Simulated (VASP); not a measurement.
# Yb (Fm-3m) in VASP: a series of runs

Yb is run at these levels: PBE; tasks: single point.

All numbers are computed with VASP 6.6.1; they aren't measurements. Logs are shortened: lines on timing, memory, paths and dates and some standing lists are left out, and cuts for length are marked.

### 1 The cell of the first run

It takes space group Fm-3m (No. 225, cubic). The conventional cell has a = 5.299 Å, b = 5.299 Å, c = 5.299 Å, α = 90.00°, β = 90.00°, γ = 90.00°. Within 4.9 Å of Yb (site symmetry m-3m) lie 12 Yb at 3.75 Å.

### 2 Single point, PBE (37.20 Å³/atom)

File INCAR:

```
  ALGO = Normal
  EDIFF = 1E-7
  ENCUT = 520
  GGA = PE
  ISIF = 2
  ISMEAR = -1
  LASPH = True
  LCHARG = False
  LREAL = False
  LWAVE = False
  NBANDS = 18
  NELM = 60
  PREC = Accurate
  SIGMA = 0.1
```

File KPOINTS:

```
k-points
0
Gamma
  17 17 17
```

File POSCAR:

```
Yb
1.0
    0.0000000000      2.6495786997      2.6495786997
    2.6495786997      0.0000000000      2.6495786997
    2.6495786997      2.6495786997      0.0000000000
Yb
1
Direct
    0.0000000000      0.0000000000      0.0000000000
```

Potentials or basis: VASP PAW PBE potentials, release 64 (Yb).

Started as:

```
$ cat potpaw_PBE.64/Yb/POTCAR > POTCAR
$ mpirun -np 1 vasp_std > vasp.out
```

OUTCAR:

```text
EDIFF = 1E-7
   ENCUT = 520
   GGA = PE
   ISIF = 2
   ISMEAR = -1
   LASPH = True
   LREAL = False
   NELM = 60
   PREC = Accurate

 ion  position               nearest neighbor table
   1  0.000  0.000  0.000-

  LATTYP: Found a face centered cubic cell.
 ALAT       =     5.2991573994

  Lattice vectors:

 A1 = (   0.0000000000,   2.6495786997,   2.6495786997)
 A2 = (   2.6495786997,   0.0000000000,   2.6495786997)
 A3 = (   2.6495786997,   2.6495786997,   0.0000000000)

Analysis of symmetry for initial positions (statically):
=====================================================================
 Subroutine PRICEL returns:
 Original cell was already a primitive cell.

 Routine SETGRP: Setting up the symmetry group for a
 face centered cubic supercell.

 Subroutine GETGRP returns: Found 48 space group operations
 (whereof 48 operations were pure point group operations)
 out of a pool of 48 trial point group operations.

The static configuration has the point symmetry O_h .

Analysis of symmetry for dynamics (positions and initial velocities):
=====================================================================
 Subroutine PRICEL returns:
 Original cell was already a primitive cell.

 Routine SETGRP: Setting up the symmetry group for a
 face centered cubic supercell.

 Subroutine GETGRP returns: Found 48 space group operations
 (whereof 48 operations were pure point group operations)
 out of a pool of 48 trial point group operations.

The dynamic configuration has the point symmetry O_h .

 Subroutine INISYM returns: Found 48 space group operations
 (whereof 48 operations are pure point group operations),
 and found     1 'primitive' translations

----------------------------------------------------------------------------------------

                                     Primitive cell

  volume of cell :      37.2015

  direct lattice vectors                    reciprocal lattice vectors
     0.000000000  2.649578700  2.649578700    -0.188709247  0.188709247  0.188709247
     2.649578700  0.000000000  2.649578700     0.188709247 -0.188709247  0.188709247
     2.649578700  2.649578700  0.000000000     0.188709247  0.188709247 -0.188709247

  length of vectors
     3.747070132  3.747070132  3.747070132     0.326854003  0.326854003  0.326854003

  position of ions in fractional coordinates (direct lattice)
     0.000000000  0.000000000  0.000000000

  ion indices of the primitive-cell ions
   primitive index   ion index
                 1           1

----------------------------------------------------------------------------------------

 KPOINTS: k-points

Automatic generation of k-mesh.
 Grid dimensions read from file:
 generate k-points for:   17   17   17

 Generating k-lattice:

  Cartesian coordinates                     Fractional coordinates (reciprocal lattice)
    -0.011100544  0.011100544  0.011100544     0.058823529  0.000000000  0.000000000
     0.011100544 -0.011100544  0.011100544     0.000000000  0.058823529  0.000000000
     0.011100544  0.011100544 -0.011100544     0.000000000  0.000000000  0.058823529

  Length of vectors
     0.019226706  0.019226706  0.019226706

  Shift w.r.t. Gamma in fractional coordinates (k-lattice)
     0.000000000  0.000000000  0.000000000

 Subroutine IBZKPT returns following result:
 ===========================================

 Found    165 irreducible k-points:

 Following reciprocal coordinates:
            Coordinates               Weight
  0.000000  0.000000  0.000000      1.000000
  0.058824  0.000000  0.000000      8.000000
  0.117647  0.000000  0.000000      8.000000
  0.176471  0.000000  0.000000      8.000000
  0.235294  0.000000  0.000000      8.000000
  0.294118  0.000000  0.000000      8.000000
[... 16 lines left out ...]
 -0.176471  0.058824  0.000000     24.000000
 -0.117647  0.058824  0.000000     24.000000
 [... further k-points ...]
   k-points           NKPTS =    165   k-points in BZ     NKDIM =    165   number of bands    NBANDS=     18
   number of dos      NEDOS =    301   number of ions     NIONS =      1
   total plane-waves  NPLWV =  21952
   dimension x,y,z NGX =    28 NGY =   28 NGZ =   28
   dimension x,y,z NGXF=    56 NGYF=   56 NGZF=   56
   ions per type =               1
   NGX,Y,Z   is equivalent  to a cutoff of  12.42, 12.42, 12.42 a.u.
   NGXF,Y,Z  is equivalent  to a cutoff of  24.85, 24.85, 24.85 a.u.
 SYSTEM =  unknown system
   PREC   = accura    normal or accurate (medium, high low for compatibility)
   ISTART =      0    job   : 0-new  1-cont  2-samecut
   ICHARG =      2    charge: 1-file 2-atom 10-const
   ISPIN  =      1    spin polarized calculation?
   LNONCOLLINEAR =      F non collinear calculations
   LSORBIT =      F    spin-orbit coupling
   LASPH  =      T    aspherical Exc in radial PAW
   ENCUT  =  520.0 eV  38.22 Ry    6.18 a.u.   6.97  6.97  6.97*2*pi/ulx,y,z
   NELM   =     60;   NELMIN=  2; NELMDL= -5     # of ELM steps
   EDIFF  = 0.1E-06   stopping-criterion for ELM
   LREAL  =      F    real-space projection
   EDIFFG = 0.1E-05   stopping-criterion for IOM
   NSW    =      0    number of steps for IOM
   IBRION =     -1    ionic relax: 0-MD 1-quasi-New 2-CG
   NFREE  =      0    steps in history (QN), initial steepest desc. (CG)
   ISIF   =      2    stress and relaxation
   ISYM   =      2    0-nonsym 1-usesym 2-fastsym
   POTIM  = 0.5000    time-step for ionic-motion
   TEBEG  =    0.0;   TEEND  =   0.0 temperature during run
   PSTRESS=    0.0 pullay stress
   NELECT =      24.0000    total number of electrons
   NUPDOWN=      -1.0000    fix difference up-down
   EMIN   =  10.00;   EMAX   =-10.00  energy-range for DOS
   EFERMI =   0.00;   METHOD = LEGACY
   ISMEAR =    -1;   SIGMA  =   0.10  broadening in eV -4-tet -1-fermi 0-gaus
   EFERMI_NEDOS =   21; number of points for ismear=-14 and -15
   IALGO  =     38    algorithm
   IMIX   =      4    mixing-type and parameters
     AMIX     =   0.40;   BMIX     =  1.00
     AMIX_MAG =   1.60;   BMIX_MAG =  1.00
  volume/ion in A,a.u.               =      37.20       251.05
  Fermi-wavevector in a.u.,A,eV,Ry     =   1.414572  2.673154 27.225452  2.001014
  Thomas-Fermi vector in A             =   2.536100
   LORBIT       =      0    0 simple, 1 ext, 2 COOP (PROOUT), +10 PAW based schemes
   GGA     = PE    functional components
   LHFCALC =     F    Hartree Fock is set to
   AEXX    =    0.0000 exact exchange contribution
   IVDW    =     0    specifies the selected vdW correction
   LEPSILON=     F    determine dielectric tensor
   LRPA    =     F    only Hartree local field effects (RPA)
 non-spin polarized calculation
  energy-cutoff  :      520.00
  volume of cell :       37.20
 maximum number of plane-waves:      1018
   NGX = 13   NGY = 13   NGZ = 13

 number of electron      23.9999993 magnetization

 Free energy of the ion-electron system (eV)
  ---------------------------------------------------
  ext. energy  EPLUGINS =         0.00000000
  ---------------------------------------------------
  free energy    TOTEN  =        -3.59630120 eV

  energy without entropy =       -3.50270501  energy(sigma->0) =       -3.54950311

 E-fermi :   1.5069     XC(G=0):  -9.2993

 val. band max:        1.4532086286   @ k =  -0.2941   0.4118   0.1765
 cond. band min:       1.5084677285   @ k =  -0.3529   0.3529   0.0588
 fundamental gap:      0.0552590999
 Fermi energy:         1.5069440651

 k-point     1 :       0.0000    0.0000    0.0000
  band No.  band energies     occupation
      1     -50.3615      2.00000
      2     -22.5540      2.00000
      3     -22.5540      2.00000
      4     -22.5540      2.00000
      5      -3.6200      2.00000
      6       0.8912      1.99578
[... 10 lines left out ...]
     17       6.3236      0.00000
     18      10.8228      0.00000

 k-point     2 :       0.0588    0.0000    0.0000
  band No.  band energies     occupation
      1     -50.3610      2.00000
      2     -22.5644      2.00000
      3     -22.5554      2.00000
      4     -22.5554      2.00000
      5      -3.5422      2.00000
      6       0.8921      1.99574
[... 10 lines left out ...]
     17       6.2729      0.00000
     18      11.0166      0.00000

 k-point     3 :       0.1176    0.0000    0.0000
  band No.  band energies     occupation
      1     -50.3597      2.00000
      2     -22.5943      2.00000
      3     -22.5594      2.00000
      4     -22.5594      2.00000
      5      -3.3129      2.00000
      6       0.8949      1.99561
[... 10 lines left out ...]
     17       6.1606      0.00000
     18      11.4857      0.00000

 k-point     4 :       0.1765    0.0000    0.0000
  band No.  band energies     occupation
      1     -50.3577      2.00000
      2     -22.6391      2.00000
      3     -22.5655      2.00000
      4     -22.5655      2.00000
      5      -2.9447      2.00000
      6       0.8999      1.99539
[... 10 lines left out ...]
     17       6.0967      0.00000
     18      11.1888      0.00000

 k-point     5 :       0.2353    0.0000    0.0000
  band No.  band energies     occupation
      1     -50.3552      2.00000
      2     -22.6925      2.00000
      3     -22.5728      2.00000
      4     -22.5728      2.00000
      5      -2.4599      2.00000
      6       0.9070      1.99505
[... 10 lines left out ...]
     17       6.2142      0.00000
     18      10.4921      0.00000

 k-point     6 :       0.2941    0.0000    0.0000
  band No.  band energies     occupation
      1     -50.3527      2.00000
      2     -22.7469      2.00000
      3     -22.5803      2.00000
      4     -22.5803      2.00000
      5      -1.8929      2.00000
      6       0.9151      1.99464
[... 307 lines left out ...]
 k-point    21 :      -0.2941    0.0588    0.0000
  band No.  band energies     occupation
      1     -50.3516      2.00000
      2     -22.7632      2.00000
      3     -22.5937      2.00000
      4     -22.5799      2.00000
      5      -1.6312      2.00000
      6       0.9188      1.99444
[... 10 lines left out ...]
     17       7.0442      0.00000
     18       9.7897      0.00000

 k-point    22 :      -0.2353    0.0588    0.0000
  band No.  band energies     occupation
      1     -50.3541      2.00000
      2     -22.7116      2.00000
      3     -22.5861      2.00000
      4     -22.5721      2.00000
      5      -2.2145      2.00000
      6       0.9109      1.99486
[... 10 lines left out ...]
     17       6.6483      0.00000
     18      10.4129      0.00000

 k-point    23 :      -0.1765    0.0588    0.0000
  band No.  band energies     occupation
      1     -50.3565      2.00000
      2     -22.6588      2.00000
      3     -22.5777      2.00000
      4     -22.5649      2.00000
      5      -2.7297      2.00000
      6       0.9031      1.99524
[... 10 lines left out ...]
     17       6.3948      0.00000
     18      11.0902      0.00000

 k-point    24 :      -0.1176    0.0588    0.0000
  band No.  band energies     occupation
      1     -50.3587      2.00000
      2     -22.6123      2.00000
      3     -22.5693      2.00000
      4     -22.5593      2.00000
      5      -3.1379      2.00000
      6       0.8973      1.99551
[... 10 lines left out ...]
     17       6.3095      0.00000
     18      11.7178      0.00000

 [... further k-points ...]

------------------------ aborting loop because EDIFF is reached ----------------------------------------

  FORCE on cell =-STRESS in cart. coord.  units (eV):
  Direction    XX          YY          ZZ          XY          YZ          ZX
  --------------------------------------------------------------------------------------
  -------------------------------------------------------------------------------------
  Total       -0.2396381     -0.2396381     -0.2396381      0.0000000     -0.0000000      0.0000000
  in kB      -10.3206245    -10.3206245    -10.3206245      0.0000000     -0.0000000      0.0000000
  external PRESSURE =     -10.3206245 kB  Pullay stress =       0.0000000 kB

 VOLUME and BASIS-vectors are now :
 -----------------------------------------------------------------------------
  energy-cutoff  :      520.00
  volume of cell :       37.20
      direct lattice vectors                 reciprocal lattice vectors
     0.000000000  2.649578700  2.649578700    -0.188709247  0.188709247  0.188709247
     2.649578700  0.000000000  2.649578700     0.188709247 -0.188709247  0.188709247
     2.649578700  2.649578700  0.000000000     0.188709247  0.188709247 -0.188709247

 POSITION                                       TOTAL-FORCE (eV/Angst)
 -----------------------------------------------------------------------------------
      0.00000      0.00000      0.00000         0.000000      0.000000      0.000000
 -----------------------------------------------------------------------------------
    total drift:                               -0.000000     -0.000000     -0.000000

  FREE ENERGIE OF THE ION-ELECTRON SYSTEM (eV)
  ---------------------------------------------------
  free  energy   TOTEN  =        -3.5963012017 eV

  energy  without entropy=       -3.5027050136  energy(sigma->0) =       -3.54950311
```

It took 1.8 min on 1 thread of Intel Xeon Platinum 8488C (Sapphire Rapids), shared host; peak memory 0.26 GiB.

What came out:

```
Free energy            : -3.5963 eV
Pressure               : -1.0 GPa
Band gap on the k mesh : zero (bands 12 and 13 overlap by 0.03 eV)
```

Caveat: spin-orbit coupling is left out, which moves the levels of the heavy elements. Spin polarisation is off, so any magnetic state and its effect on volume and gap are missing.

[end of part 1 of 3]

The gap in the log of VASP goes by the Fermi energy; the results here count the filled bands.